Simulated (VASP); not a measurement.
# BaZrO3 in VASP: further runs

The runs below take BaZrO3 through single point, with PBE.

Everything below comes from runs of VASP 6.6.1. Logs are shortened: lines on timing, memory, paths and dates and some standing lists are left out, and cuts for length are marked.

### Step 1. The cell of the first run

The structure is cubic, space group Pm-3m (No. 221). Conventional cell: a = 4.191 Å, b = 4.191 Å, c = 4.191 Å, α = 90.00°, β = 90.00°, γ = 90.00°. Within 3.9 Å of Ba (site symmetry m-3m) lie 12 O at 2.96 Å and 8 Zr at 3.63 Å. Within 2.8 Å of Zr (site symmetry m-3m) lie 6 O at 2.10 Å. O (site symmetry 4/mmm) has 2 Zr at 2.10 Å within 2.8 Å.

### Step 2. Single point, PBE

INCAR

```
PREC     = Accurate       # precision mode
ENCUT    = 520            # plane-wave cutoff, eV
EDIFF    = 1E-7           # SCF threshold, eV
ISMEAR   = -1             # smearing method
SIGMA    = 0.02           # smearing width, eV
LREAL    = F              # projectors in reciprocal space
LASPH    = T              # aspherical terms in the spheres
NELM     = 100            # most SCF steps
ALGO     = Normal         # electronic algorithm
ISIF     = 2              # what is computed and relaxed
LWAVE    = F              # write WAVECAR
LCHARG   = F              # write CHGCAR
GGA      = PE             # functional
NBANDS   = 28             # bands
```

KPOINTS

```
Automatic mesh
0
Gamma
  6 6 6
```

POSCAR

```
BaZrO3
1.0
    4.1913400000      0.0000000000      0.0000000000
    0.0000000000      4.1913400000      0.0000000000
    0.0000000000      0.0000000000      4.1913400000
Ba Zr O
1 1 3
Direct
    0.0000000000      0.0000000000      0.0000000000
    0.5000000000      0.5000000000      0.5000000000
    0.0000000000      0.5000000000      0.5000000000
    0.5000000000      0.0000000000      0.5000000000
    0.5000000000      0.5000000000      0.0000000000
```

Potentials or basis: VASP PAW PBE potentials, release 64 (Ba_sv, Zr_sv, O).

On the command line:

```bash
> cat potpaw_PBE.64/Ba_sv/POTCAR potpaw_PBE.64/Zr_sv/POTCAR potpaw_PBE.64/O/POTCAR > POTCAR
> mpirun -np 1 vasp_std > vasp.out
```

OUTCAR:

```text
PREC = Accurate
   ENCUT = 520
   EDIFF = 1E-7
   ISMEAR = -1
   LREAL = F
   LASPH = T
   NELM = 100
   ISIF = 2
   GGA = PE

 ion  position               nearest neighbor table
   1  0.000  0.000  0.000-   3 2.96   4 2.96   5 2.96   3 2.96   4 2.96   3 2.96   5 2.96   3 2.96
                             4 2.96   5 2.96   4 2.96   5 2.96   2 3.63   2 3.63   2 3.63   2 3.63
   2  0.500  0.500  0.500-   3 2.10   4 2.10   5 2.10   5 2.10   4 2.10   3 2.10   1 3.63   1 3.63
                             1 3.63   1 3.63   1 3.63   1 3.63   1 3.63   1 3.63
   3  0.000  0.500  0.500-   2 2.10   2 2.10   1 2.96   1 2.96   1 2.96   1 2.96
   4  0.500  0.000  0.500-   2 2.10   2 2.10   1 2.96   1 2.96   1 2.96   1 2.96
   5  0.500  0.500  0.000-   2 2.10   2 2.10   1 2.96   1 2.96   1 2.96   1 2.96

  LATTYP: Found a simple cubic cell.
 ALAT       =     4.1913400000

  Lattice vectors:

 A1 = (   4.1913400000,   0.0000000000,   0.0000000000)
 A2 = (   0.0000000000,   4.1913400000,   0.0000000000)
 A3 = (   0.0000000000,   0.0000000000,   4.1913400000)

Analysis of symmetry for initial positions (statically):
=====================================================================
 Subroutine PRICEL returns:
 Original cell was already a primitive cell.

 Routine SETGRP: Setting up the symmetry group for a
 simple cubic supercell.

 Subroutine GETGRP returns: Found 48 space group operations
 (whereof 48 operations were pure point group operations)
 out of a pool of 48 trial point group operations.

The static configuration has the point symmetry O_h .

Analysis of symmetry for dynamics (positions and initial velocities):
=====================================================================
 Subroutine PRICEL returns:
 Original cell was already a primitive cell.

 Routine SETGRP: Setting up the symmetry group for a
 simple cubic supercell.

 Subroutine GETGRP returns: Found 48 space group operations
 (whereof 48 operations were pure point group operations)
 out of a pool of 48 trial point group operations.

The dynamic configuration has the point symmetry O_h .

 Subroutine INISYM returns: Found 48 space group operations
 (whereof 48 operations are pure point group operations),
 and found     1 'primitive' translations

----------------------------------------------------------------------------------------

                                     Primitive cell

  volume of cell :      73.6307

  direct lattice vectors                    reciprocal lattice vectors
     4.191340000  0.000000000  0.000000000     0.238587182  0.000000000  0.000000000
     0.000000000  4.191340000  0.000000000     0.000000000  0.238587182  0.000000000
     0.000000000  0.000000000  4.191340000     0.000000000  0.000000000  0.238587182

  length of vectors
     4.191340000  4.191340000  4.191340000     0.238587182  0.238587182  0.238587182

  position of ions in fractional coordinates (direct lattice)
     0.000000000  0.000000000  0.000000000
     0.500000000  0.500000000  0.500000000
     0.000000000  0.500000000  0.500000000
     0.500000000  0.000000000  0.500000000
     0.500000000  0.500000000  0.000000000

  ion indices of the primitive-cell ions
   primitive index   ion index
                 1           1
                 2           2
                 3           3
                 4           4
                 5           5

----------------------------------------------------------------------------------------

 KPOINTS: Automatic mesh

Automatic generation of k-mesh.
 Grid dimensions read from file:
 generate k-points for:    6    6    6

 Generating k-lattice:

  Cartesian coordinates                     Fractional coordinates (reciprocal lattice)
     0.039764530  0.000000000  0.000000000     0.166666667  0.000000000  0.000000000
     0.000000000  0.039764530  0.000000000     0.000000000  0.166666667  0.000000000
     0.000000000  0.000000000  0.039764530     0.000000000  0.000000000  0.166666667

  Length of vectors
     0.039764530  0.039764530  0.039764530

  Shift w.r.t. Gamma in fractional coordinates (k-lattice)
     0.000000000  0.000000000  0.000000000

 Subroutine IBZKPT returns following result:
 ===========================================

 Found     20 irreducible k-points:

 Following reciprocal coordinates:
            Coordinates               Weight
  0.000000  0.000000  0.000000      1.000000
  0.166667  0.000000  0.000000      6.000000
  0.333333  0.000000  0.000000      6.000000
  0.500000  0.000000  0.000000      3.000000
  0.166667  0.166667  0.000000     12.000000
  0.333333  0.166667  0.000000     24.000000
[... 12 lines left out ...]
  0.500000  0.500000  0.333333      6.000000
  0.500000  0.500000  0.500000      1.000000
   k-points           NKPTS =     20   k-points in BZ     NKDIM =     20   number of bands    NBANDS=     28
   number of dos      NEDOS =    301   number of ions     NIONS =      5
   total plane-waves  NPLWV =  32768
   dimension x,y,z NGX =    32 NGY =   32 NGZ =   32
   dimension x,y,z NGXF=    64 NGYF=   64 NGZF=   64
   ions per type =               1   1   3
   NGX,Y,Z   is equivalent  to a cutoff of  12.69, 12.69, 12.69 a.u.
   NGXF,Y,Z  is equivalent  to a cutoff of  25.39, 25.39, 25.39 a.u.
 SYSTEM =  unknown system
   PREC   = accura    normal or accurate (medium, high low for compatibility)
   ISTART =      0    job   : 0-new  1-cont  2-samecut
   ICHARG =      2    charge: 1-file 2-atom 10-const
   ISPIN  =      1    spin polarized calculation?
   LNONCOLLINEAR =      F non collinear calculations
   LSORBIT =      F    spin-orbit coupling
   LASPH  =      T    aspherical Exc in radial PAW
   ENCUT  =  520.0 eV  38.22 Ry    6.18 a.u.   7.79  7.79  7.79*2*pi/ulx,y,z
   NELM   =    100;   NELMIN=  2; NELMDL= -5     # of ELM steps
   EDIFF  = 0.1E-06   stopping-criterion for ELM
   LREAL  =      F    real-space projection
   EDIFFG = 0.1E-05   stopping-criterion for IOM
   NSW    =      0    number of steps for IOM
   IBRION =     -1    ionic relax: 0-MD 1-quasi-New 2-CG
   NFREE  =      0    steps in history (QN), initial steepest desc. (CG)
   ISIF   =      2    stress and relaxation
   ISYM   =      2    0-nonsym 1-usesym 2-fastsym
   POTIM  = 0.5000    time-step for ionic-motion
   TEBEG  =    0.0;   TEEND  =   0.0 temperature during run
   PSTRESS=    0.0 pullay stress
   NELECT =      40.0000    total number of electrons
   NUPDOWN=      -1.0000    fix difference up-down
   EMIN   =  10.00;   EMAX   =-10.00  energy-range for DOS
   EFERMI =   0.00;   METHOD = LEGACY
   ISMEAR =    -1;   SIGMA  =   0.02  broadening in eV -4-tet -1-fermi 0-gaus
   EFERMI_NEDOS =   21; number of points for ismear=-14 and -15
   IALGO  =     38    algorithm
   IMIX   =      4    mixing-type and parameters
     AMIX     =   0.40;   BMIX     =  1.00
     AMIX_MAG =   1.60;   BMIX_MAG =  1.00
  volume/ion in A,a.u.               =      14.73        99.38
  Fermi-wavevector in a.u.,A,eV,Ry     =   1.335802  2.524299 24.277770  1.784366
  Thomas-Fermi vector in A             =   2.464478
   LORBIT       =      0    0 simple, 1 ext, 2 COOP (PROOUT), +10 PAW based schemes
   GGA     = PE    functional components
   LHFCALC =     F    Hartree Fock is set to
   AEXX    =    0.0000 exact exchange contribution
   IVDW    =     0    specifies the selected vdW correction
   LEPSILON=     F    determine dielectric tensor
   LRPA    =     F    only Hartree local field effects (RPA)
 non-spin polarized calculation
  energy-cutoff  :      520.00
  volume of cell :       73.63
 maximum number of plane-waves:      2008
 NGX is ok and might be reduce to    32
   NGX = 15   NGY = 15   NGZ = 15

 number of electron      40.0000000 magnetization

 Free energy of the ion-electron system (eV)
  ---------------------------------------------------
  ext. energy  EPLUGINS =         0.00000000
  ---------------------------------------------------
  free energy    TOTEN  =       -41.68614465 eV

  energy without entropy =      -41.68614465  energy(sigma->0) =      -41.68614465

 E-fermi :   4.3335     XC(G=0): -10.7713

 val. band max:        3.7892290041   @ k =   0.5000   0.5000   0.5000
 cond. band min:       6.9786319038   @ k =   0.0000   0.0000   0.0000
 fundamental gap:      3.1894028997
 Fermi energy:         4.3334519160

 k-point     1 :       0.0000    0.0000    0.0000
  band No.  band energies     occupation
      1     -43.2297      2.00000
      2     -21.5265      2.00000
      3     -21.3909      2.00000
      4     -21.3909      2.00000
      5     -21.3909      2.00000
      6     -12.5826      2.00000
[... 20 lines left out ...]
     27      11.2367      0.00000
     28      11.2367      0.00000

 k-point     2 :       0.1667    0.0000    0.0000
  band No.  band energies     occupation
      1     -43.2289      2.00000
      2     -21.6044      2.00000
      3     -21.3892      2.00000
      4     -21.3892      2.00000
      5     -21.3617      2.00000
      6     -12.5893      2.00000
[... 20 lines left out ...]
     27      11.2377      0.00000
     28      11.9786      0.00000

 k-point     3 :       0.3333    0.0000    0.0000
  band No.  band energies     occupation
      1     -43.2272      2.00000
      2     -21.7350      2.00000
      3     -21.3857      2.00000
      4     -21.3857      2.00000
      5     -21.3233      2.00000
      6     -12.6941      2.00000
[... 20 lines left out ...]
     27      11.3894      0.00000
     28      11.6402      0.00000

 k-point     4 :       0.5000    0.0000    0.0000
  band No.  band energies     occupation
      1     -43.2264      2.00000
      2     -21.7952      2.00000
      3     -21.3840      2.00000
      4     -21.3840      2.00000
      5     -21.3068      2.00000
      6     -12.7538      2.00000
[... 454 lines left out ...]
     27      12.0472      0.00000
     28      12.7320      0.00000

 k-point    19 :       0.5000    0.5000    0.3333
  band No.  band energies     occupation
      1     -43.2205      2.00000
      2     -21.6272      2.00000
      3     -21.6272      2.00000
      4     -21.5656      2.00000
      5     -21.4059      2.00000
      6     -11.6495      2.00000
[... 20 lines left out ...]
     27      12.3071      0.00000
     28      13.0553      0.00000

 k-point    20 :       0.5000    0.5000    0.5000
  band No.  band energies     occupation
      1     -43.2197      2.00000
      2     -21.6248      2.00000
      3     -21.6248      2.00000
      4     -21.6248      2.00000
      5     -21.3969      2.00000
      6     -11.3657      2.00000
[... 20 lines left out ...]
     27      12.9334      0.00000
     28      12.9334      0.00000

------------------------ aborting loop because EDIFF is reached ----------------------------------------

  FORCE on cell =-STRESS in cart. coord.  units (eV):
  Direction    XX          YY          ZZ          XY          YZ          ZX
  --------------------------------------------------------------------------------------
  -------------------------------------------------------------------------------------
  Total        2.3429049      2.3429049      2.3429049      0.0000000     -0.0000000     -0.0000000
  in kB       50.9807902     50.9807902     50.9807902      0.0000000     -0.0000000     -0.0000000
  external PRESSURE =      50.9807902 kB  Pullay stress =       0.0000000 kB

 VOLUME and BASIS-vectors are now :
 -----------------------------------------------------------------------------
  energy-cutoff  :      520.00
  volume of cell :       73.63
      direct lattice vectors                 reciprocal lattice vectors
     4.191340000  0.000000000  0.000000000     0.238587182  0.000000000  0.000000000
     0.000000000  4.191340000  0.000000000     0.000000000  0.238587182  0.000000000
     0.000000000  0.000000000  4.191340000     0.000000000  0.000000000  0.238587182

 POSITION                                       TOTAL-FORCE (eV/Angst)
 -----------------------------------------------------------------------------------
      0.00000      0.00000      0.00000         0.000000      0.000000      0.000000
      2.09567      2.09567      2.09567         0.000000      0.000000      0.000000
      0.00000      2.09567      2.09567         0.000000      0.000000      0.000000
      2.09567      0.00000      2.09567         0.000000      0.000000      0.000000
      2.09567      2.09567      0.00000         0.000000      0.000000      0.000000
 -----------------------------------------------------------------------------------
    total drift:                                0.000000     -0.000000     -0.000000

  FREE ENERGIE OF THE ION-ELECTRON SYSTEM (eV)
  ---------------------------------------------------
  free  energy   TOTEN  =       -41.6861446487 eV

  energy  without entropy=      -41.6861446487  energy(sigma->0) =      -41.68614465
```

Run time: 30 s. Hardware: 1 thread of AMD EPYC 9R45 (Zen 5), shared host; peak memory 0.16 GiB.

What came out:

```
Free energy            : -41.6861 eV
Pressure               : 5.1 GPa
Band gap on the k mesh : 3.19 eV, indirect (least direct gap 3.41 eV)
```

Levels at points of the mesh, in eV from the valence-band top:
```tsv
k point	band 16	band 17	band 18	band 19	band 20	band 21	band 22	band 23	band 24	band 25
(0.00, 0.00, 0.00)	-0.98	-0.98	-0.22	-0.22	-0.22	3.19	3.19	3.19	4.65	4.65
(0.50, 0.00, 0.00)	-1.73	-1.73	-1.68	-0.45	-0.45	3.64	5.71	5.71	6.43	6.69
(0.50, 0.50, 0.00)	-2.40	-0.93	-0.93	-0.79	-0.08	5.68	5.68	6.46	6.50	7.69
(0.50, 0.50, 0.50)	-2.54	-2.54	0.00	0.00	0.00	5.98	5.98	5.98	7.00	7.00
```

Caveat: spin-orbit coupling is left out, which moves the levels of the heavy elements. Expect the measured gap to be larger: semilocal functionals such as PBE lack the derivative discontinuity.

### Step 3. Single point, PBE

This run uses another cell than the first one, of 13.29 Å³/atom, 0.902 times its volume.

INCAR

```
PREC = Accurate
ENCUT = 520
EDIFF = 1E-7
ISMEAR = -1
SIGMA = 0.02
LREAL = False
LASPH = True
NELM = 60
ALGO = Normal
ISIF = 2
LWAVE = False
LCHARG = False
GGA = PE
NBANDS = 28
```

KPOINTS is that of step 2.

Edit POSCAR of step 2 so:

```diff
@@ -2,4 +2,4 @@
 1.0
-    4.1913400000      0.0000000000      0.0000000000
-    0.0000000000      4.1913400000      0.0000000000
+    3.9817730000      0.0000000000      0.0000000000
+    0.0000000000      3.9817730000      0.0000000000
     0.0000000000      0.0000000000      4.1913400000
```

Potentials or basis: VASP PAW PBE potentials, release 64 (Ba_sv, Zr_sv, O).

On the command line:

```bash
> cat potpaw_PBE.64/Ba_sv/POTCAR potpaw_PBE.64/Zr_sv/POTCAR potpaw_PBE.64/O/POTCAR > POTCAR
> mpirun -np 1 vasp_std > vasp.out
```

It took 49 s on 1 thread of AMD EPYC 9R45 (Zen 5), shared host; peak memory 0.18 GiB.

The run converged. Its results:

- Free energy: -40.8720 eV
- Pressure: 27.9 GPa
- Band gap on the k mesh: 3.25 eV, indirect (least direct gap 3.31 eV)

Stress tensor (GPa, compression positive):
```
33.88  0.00  0.00
 0.00 33.88  0.00
 0.00  0.00 16.06
```

Levels at points of the mesh, in eV from the valence-band top:
```tsv
k point	band 16	band 17	band 18	band 19	band 20	band 21	band 22	band 23	band 24	band 25
(0.00, 0.00, 0.00)	-1.04	-1.04	-0.27	-0.06	-0.06	3.25	3.25	3.50	4.46	4.95
(0.50, 0.00, 0.00)	-2.08	-1.98	-1.92	-0.46	-0.22	3.86	6.55	6.60	6.91	7.31
(0.50, 0.50, 0.00)	-3.05	-0.76	-0.72	-0.72	-0.06	6.45	6.45	6.96	7.37	8.76
(0.00, 0.00, 0.50)	-2.03	-1.57	-1.57	-0.22	-0.22	3.95	5.90	5.90	6.29	6.99
(0.50, 0.00, 0.50)	-2.57	-1.11	-1.11	-0.42	-0.25	5.92	6.52	6.80	7.05	8.29
(0.50, 0.50, 0.50)	-2.52	-2.52	-0.09	-0.09	0.00	6.17	6.17	6.56	7.74	7.74
```

Caveat: spin-orbit coupling is left out, which moves the levels of the heavy elements.

### Step 4. Single point, PBE

This run uses another cell than the first one, of 14.00 Å³/atom, 0.951 times its volume.

INCAR

```
SYSTEM = BaZrO3
PREC = Accurate
ENCUT = 520
EDIFF = 1E-7
ISMEAR = -1
SIGMA = 0.02
LREAL = .FALSE.
LASPH = .TRUE.
NELM = 60
ALGO = Normal
ISIF = 2
LWAVE = .FALSE.
LCHARG = .TRUE.
GGA = PE
LELF = .TRUE.
LVHAR = .TRUE.
NBANDS = 28
```

KPOINTS

```
regular mesh
0
G
  6 6 6
  0 0 0
```

Edit POSCAR of step 3 so:

```diff
@@ -2,4 +2,4 @@
 1.0
-    3.9817730000      0.0000000000      0.0000000000
-    0.0000000000      3.9817730000      0.0000000000
+    4.0865565000      0.0000000000      0.0000000000
+    0.0000000000      4.0865565000      0.0000000000
     0.0000000000      0.0000000000      4.1913400000
```

On the command line:

```bash
> cat potpaw_PBE.64/Ba_sv/POTCAR potpaw_PBE.64/Zr_sv/POTCAR potpaw_PBE.64/O/POTCAR > POTCAR
> mpirun -np 1 vasp_std > vasp.out
```

Run time: 53 s. Hardware: 1 thread of AMD EPYC 9R45 (Zen 5), shared host; peak memory 0.18 GiB.

The run converged. Its results:

* Free energy: -41.4341 eV
* Pressure: 15.0 GPa
* Band gap on the k mesh: 3.23 eV, indirect (least direct gap 3.39 eV)

Stress tensor (GPa, compression positive):
```
17.43  0.00  0.00
 0.00 17.43  0.00
 0.00  0.00 10.10
```

Levels at points of the mesh, in eV from the valence-band top:
```csv
k point,band 16,band 17,band 18,band 19,band 20,band 21,band 22,band 23,band 24,band 25
"(0.00, 0.00, 0.00)",-1.05,-1.05,-0.24,-0.16,-0.16,3.23,3.23,3.35,4.57,4.80
"(0.50, 0.00, 0.00)",-1.92,-1.89,-1.82,-0.45,-0.37,3.75,6.11,6.14,6.68,6.98
"(0.50, 0.50, 0.00)",-2.71,-0.83,-0.83,-0.77,-0.07,6.06,6.06,6.72,6.91,8.20
"(0.00, 0.00, 0.50)",-1.85,-1.65,-1.65,-0.36,-0.36,3.79,5.81,5.81,6.38,6.83
"(0.50, 0.00, 0.50)",-2.47,-1.01,-1.01,-0.63,-0.15,5.80,6.08,6.63,6.79,7.97
"(0.50, 0.50, 0.50)",-2.52,-2.52,-0.04,-0.04,0.00,6.09,6.09,6.25,7.36,7.36
```

Caveat: spin-orbit coupling is left out, which moves the levels of the heavy elements.

### Step 5. Summary

| cell | gap on the mesh (eV) | pressure (GPa) |
| --- | --- | --- |
| a = 4.191 Å, 5 atoms | 3.19 | 5.1 |
| a = 3.982, b = 3.982, c = 4.191 Å, 5 atoms | 3.25 | 27.9 |
| a = 4.087, b = 4.087, c = 4.191 Å, 5 atoms | 3.23 | 15.0 |

Alike in all rows: task single point; level PBE; potentials or basis VASP PAW PBE potentials, release 64 (Ba_sv, Zr_sv, O); no spin polarisation; k mesh 6 × 6 × 6; cutoff (eV) 520; smearing fermi-dirac 0.02 eV.

Caveats: spin-orbit coupling is left out, which moves the levels of the heavy elements.

Total energies depend on the potentials used, so only differences within one code and one set of settings carry meaning.
